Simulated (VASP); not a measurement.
# SnSe2 (P-3m1) in VASP: single point with PBEsol

Aim: the single point of SnSe2 with PBEsol.

Everything below comes from runs of VASP 6.6.1. Logs are shortened: lines on timing, memory, paths and dates and some standing lists are left out, and cuts for length are marked.

## 1. The cell of the first run

Symmetry: P-3m1, No. 164, trigonal system. Conventional cell: a = 3.811 Å, b = 3.811 Å, c = 6.136 Å, α = 90.00°, β = 90.00°, γ = 120.00°. Within 3.5 Å of Sn (site symmetry -3m) lie 6 Se at 2.68 Å. Within 3.5 Å of Se (site symmetry 3m) lie 3 Sn at 2.68 Å.

## 2. Single point, PBEsol, non-collinear spin, zero start, spin-orbit coupling

Contents of INCAR:

```
SYSTEM = SnSe2
PREC = Accurate
ENCUT = 500
EDIFF = 1E-6
ISMEAR = 0
SIGMA = 0.05
LREAL = .FALSE.
LASPH = .TRUE.
NELM = 200
ALGO = Normal
ISIF = 2
LWAVE = .FALSE.
LCHARG = .FALSE.
MAGMOM = 0 0 0 0 0 0 0 0 0
LORBIT = 11
LSORBIT = .TRUE.
GGA_COMPAT = .FALSE.
LORBMOM = .TRUE.
GGA = PS
NBANDS = 39
```

Contents of KPOINTS:

```
Automatic mesh
0
G
  7 7 4
  0 0 0
```

Contents of POSCAR:

```
SnSe2
1.0
    3.8110000000      0.0000000000      0.0000000000
   -1.9055000000      3.3004228138      0.0000000000
    0.0000000000      0.0000000000      6.1360000000
Sn Se
1 2
Direct
    0.0000000000      0.0000000000      0.0000000000
    0.6666666667      0.3333333333      0.7510000000
    0.3333333333      0.6666666667      0.2490000000
```

Potentials or basis: VASP PAW PBE potentials, release 64 (Sn_d, Se).

Launch:

```sh
> cat potpaw_PBE.64/Sn_d/POTCAR potpaw_PBE.64/Se/POTCAR > POTCAR
> mpirun -np 1 vasp_ncl > vasp.out
```

OUTCAR:

```text
SYSTEM = SnSe2
   PREC = Accurate
   ENCUT = 500
   EDIFF = 1E-6
   ISMEAR = 0
   LREAL = .FALSE.
   LASPH = .TRUE.
   NELM = 200
   ISIF = 2
   LORBIT = 11
   LSORBIT = .TRUE.
   GGA = PS

 ion  position               nearest neighbor table
   1  0.000  0.000  0.000-   2 2.68   3 2.68   3 2.68   2 2.68   2 2.68   3 2.68
   2  0.667  0.333  0.751-   1 2.68   1 2.68   1 2.68
   3  0.333  0.667  0.249-   1 2.68   1 2.68   1 2.68

  LATTYP: Found a hexagonal cell.
 ALAT       =     3.8110000000
 C/A-ratio  =     1.6100760955

  Lattice vectors:

 A1 = (   3.8110000000,   0.0000000000,   0.0000000000)
 A2 = (  -1.9055000000,   3.3004228138,   0.0000000000)
 A3 = (   0.0000000000,   0.0000000000,   6.1360000000)

Analysis of symmetry for initial positions (statically):
=====================================================================
 Subroutine PRICEL returns:
 Original cell was already a primitive cell.

 Routine SETGRP: Setting up the symmetry group for a
 hexagonal supercell.

 Subroutine GETGRP returns: Found 12 space group operations
 (whereof 12 operations were pure point group operations)
 out of a pool of 24 trial point group operations.

The static configuration has the point symmetry D_3d.

Analysis of symmetry for dynamics (positions and initial velocities):
=====================================================================
 Subroutine PRICEL returns:
 Original cell was already a primitive cell.

 Routine SETGRP: Setting up the symmetry group for a
 hexagonal supercell.

 Subroutine GETGRP returns: Found 12 space group operations
 (whereof 12 operations were pure point group operations)
 out of a pool of 24 trial point group operations.

The dynamic configuration has the point symmetry D_3d.

Analysis of structural, dynamic, and magnetic symmetry:
=====================================================================
 Subroutine PRICEL returns:
 Original cell was already a primitive cell.

 Routine SETGRP: Setting up the symmetry group for a
 hexagonal supercell.

 Subroutine GETGRP returns: Found 12 space group operations
 (whereof 12 operations were pure point group operations)
 out of a pool of 24 trial point group operations.

The overall configuration has the point symmetry D_3d.

 Subroutine INISYM returns: Found 12 space group operations
 (whereof 12 operations are pure point group operations),
 and found     1 'primitive' translations

----------------------------------------------------------------------------------------
[... 1165 lines left out ...]
      1.90550      1.10014      4.60814        -0.000000      0.000000     -0.624741
     -0.00000      2.20028      1.52786        -0.000000     -0.000000      0.624741
 -----------------------------------------------------------------------------------
    total drift:                                0.000000      0.000000      0.000000

  FREE ENERGIE OF THE ION-ELECTRON SYSTEM (eV)
  ---------------------------------------------------
  free  energy   TOTEN  =       -13.0308398509 eV

  energy  without entropy=      -13.0308398509  energy(sigma->0) =      -13.03083985

 orbital moment (x)

 # of ion     p       d       tot
 ----------------------------------------
  1         0.000   0.000   0.000
  2         0.000  -0.000   0.000
  3         0.000  -0.000   0.000
 ----------------------------------------
            0.000   0.000   0.000

 orbital moment (y)

 # of ion     p       d       tot
 ----------------------------------------
  1        -0.000   0.000  -0.000
  2        -0.000   0.000   0.000
  3        -0.000   0.000  -0.000
 ----------------------------------------
           -0.000   0.000  -0.000

 orbital moment (z)

 # of ion     p       d       tot
 ----------------------------------------
  1         0.000   0.000   0.000
  2         0.000  -0.000  -0.000
  3         0.000  -0.000  -0.000
 ----------------------------------------
            0.000  -0.000  -0.000

 Spin-Orbit-Coupling matrix elements

 Ion:    1  E_soc:     -0.0916858
 l=   1
     0.0000000    -0.0092351    -0.0091642
    -0.0092351     0.0000000    -0.0092351
    -0.0091642    -0.0092351     0.0000000
 l=   2
     0.0000000    -0.0012050     0.0000000    -0.0012050    -0.0048632
    -0.0012050     0.0000000    -0.0036630    -0.0011992    -0.0012050
     0.0000000    -0.0036630     0.0000000    -0.0036630     0.0000000
    -0.0012050    -0.0011992    -0.0036630     0.0000000    -0.0012050
    -0.0048632    -0.0012050     0.0000000    -0.0012050     0.0000000
 l=   3
     0.0000000     0.0000000     0.0000000     0.0000000     0.0000000     0.0000000     0.0000000
     0.0000000     0.0000000     0.0000000     0.0000000     0.0000000     0.0000000     0.0000000
     0.0000000     0.0000000     0.0000000     0.0000000     0.0000000     0.0000000     0.0000000
     0.0000000     0.0000000     0.0000000     0.0000000     0.0000000     0.0000000     0.0000000
[... 29 lines left out ...]
 l=   2
     0.0000000    -0.0000002     0.0000000    -0.0000002    -0.0000027
    -0.0000002     0.0000000     0.0000018     0.0000038    -0.0000002
     0.0000000     0.0000018     0.0000000     0.0000018     0.0000000
    -0.0000002     0.0000038     0.0000018     0.0000000    -0.0000002
    -0.0000027    -0.0000002     0.0000000    -0.0000002     0.0000000
 l=   3
     0.0000000     0.0000000     0.0000000     0.0000000     0.0000000     0.0000000     0.0000000
     0.0000000     0.0000000     0.0000000     0.0000000     0.0000000     0.0000000     0.0000000
     0.0000000     0.0000000     0.0000000     0.0000000     0.0000000     0.0000000     0.0000000
     0.0000000     0.0000000     0.0000000     0.0000000     0.0000000     0.0000000     0.0000000
     0.0000000     0.0000000     0.0000000     0.0000000     0.0000000     0.0000000     0.0000000
     0.0000000     0.0000000     0.0000000     0.0000000     0.0000000     0.0000000     0.0000000
     0.0000000     0.0000000     0.0000000     0.0000000     0.0000000     0.0000000     0.0000000

 total charge

# of ion       s       p       d       tot
------------------------------------------
    1        1.053   1.072  10.118  12.243
    2        1.485   2.317   0.030   3.832
    3        1.485   2.317   0.030   3.832
--------------------------------------------------
tot          4.024   5.706  10.178  19.908

 magnetization (x)

# of ion       s       p       d       tot
------------------------------------------
    1        0.000  -0.000   0.000  -0.000
    2        0.000   0.000   0.000   0.000
    3        0.000   0.000   0.000   0.000
--------------------------------------------------
tot          0.000  -0.000   0.000  -0.000

 magnetization (y)

# of ion       s       p       d       tot
------------------------------------------
    1       -0.000   0.000   0.000  -0.000
    2        0.000  -0.000   0.000  -0.000
    3        0.000  -0.000   0.000  -0.000
--------------------------------------------------
tot          0.000  -0.000   0.000  -0.000

 magnetization (z)

# of ion       s       p       d       tot
------------------------------------------
    1        0.000   0.000   0.000   0.000
    2        0.000   0.000   0.000   0.000
    3        0.000   0.000   0.000   0.000
--------------------------------------------------
tot          0.000   0.000   0.000   0.000
```

OSZICAR:

```text
N       E                     dE             d eps       ncg     rms          rms(c)
DAV:   1     0.252880382843E+03    0.25288E+03   -0.11223E+04  2287   0.151E+03
DAV:   2     0.265670792369E+02   -0.22631E+03   -0.21406E+03  2246   0.449E+02
DAV:   3    -0.113195793352E+02   -0.37887E+02   -0.36925E+02  2630   0.152E+02
DAV:   4    -0.132641522752E+02   -0.19446E+01   -0.19321E+01  2627   0.377E+01
DAV:   5    -0.133129127754E+02   -0.48761E-01   -0.48745E-01  3015   0.630E+00    0.526E+00
DAV:   6    -0.130623359940E+02    0.25058E+00   -0.29490E-01  3190   0.785E+00    0.331E+00
DAV:   7    -0.130329422066E+02    0.29394E-01   -0.14990E-01  2787   0.277E+00    0.118E+00
DAV:   8    -0.130310616202E+02    0.18806E-02   -0.84149E-03  2951   0.895E-01    0.589E-01
DAV:   9    -0.130307935301E+02    0.26809E-03   -0.15180E-03  2879   0.376E-01    0.146E-01
DAV:  10    -0.130308228898E+02   -0.29360E-04   -0.22169E-04  2879   0.178E-01    0.467E-02
DAV:  11    -0.130308336873E+02   -0.10798E-04   -0.72062E-05  2886   0.593E-02    0.153E-02
DAV:  12    -0.130308391432E+02   -0.54559E-05   -0.84594E-06  2471   0.203E-02    0.640E-03
DAV:  13    -0.130308398509E+02   -0.70775E-06   -0.10973E-06  2403   0.664E-03
   1 F= -.13030840E+02 E0= -.13030840E+02  d E =-.364720E-17  mag=    -0.0000     0.0000     0.0000
```

stdout:

```text
POSCAR found type information on POSCAR SnSe
 POSCAR found :  2 types and       3 ions
 scaLAPACK will be used
 -----------------------------------------------------------------------------
|                                                                             |
|                                                                             |
|     You enforced a specific xc type in the INCAR file but a different       |
|     I HOPE YOU KNOW WHAT YOU ARE DOING!                                     |
|                                                                             |
 -----------------------------------------------------------------------------

 LDA part: xc-table for (Slater+PW92), standard interpolation
 POSCAR, INCAR and KPOINTS ok, starting setup
 FFT: planning ... GRIDC
 FFT: planning ... GRID_SOFT
 FFT: planning ... GRID
 WAVECAR not read
 entering main loop
```

Wall time 4.9 min (1 thread of Intel Xeon 8259CL, shared host); peak memory 0.4 GiB.

What came out:

```yaml
Free_energy: -13.0308 eV
Pressure: 2.7 GPa
Largest_force: 0.625 eV/Å
Net_moment: 0.00 μB per cell
Valence_electrons_inside_the_program's_atomic_spheres: Sn 12.24; Se 3.83
```

Forces in eV/Å, atoms in the order of the input:
```
Sn   0.000  0.000  0.000
Se   0.000  0.000 -0.625
Se   0.000  0.000  0.625
```

Moments on the atoms (μB; x, y, z):
```
Sn  0.00 0.00 0.00
Se  0.00 0.00 0.00
Se  0.00 0.00 0.00
```

Caveat: the PAW data sets were made with another functional, which shifts forces and pressure a little; this functional lacks dispersion, which binds the layers, so the pressure and a relaxed spacing across them are unreliable.
